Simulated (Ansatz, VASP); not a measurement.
## GaP: VASP beside Ansatz

```
Ga P
1.0
     0.00000    2.72550    2.72550
     2.72550    0.00000    2.72550
     2.72550    2.72550    0.00000
Ga P
1 1
Direct
  0.00000 0.00000 0.00000
  0.25000 0.25000 0.25000
```

Alike in both runs: task single point; functional LDA; k mesh 6 × 6 × 6; occupations gaussian, width 0.1 eV; no spin polarisation.

```csv
,VASP,Ansatz
version,VASP 6.6.1,Ansatz 0.2.0
potentials or method,"VASP PAW LDA potentials, release 64 (Ga_d, P), cutoff 500 eV","scalar-relativistic, plane waves, PAW"
valence electrons in the cell,18,18
```

Ansatz gave:

```
gap on the k mesh at the Fermi level (eV) : 1.49
least direct gap on the mesh (eV)         : 1.60
pressure (GPa)                            : -2.8
```

Q: Which values does VASP return?

A: gap on the k mesh at the Fermi level (eV): 1.49; least direct gap on the mesh (eV): 1.63; pressure (GPa): -2.7.

LDA's correlation is that of Perdew and Zunger in VASP and of Perdew and Wang (1992) in Ansatz.
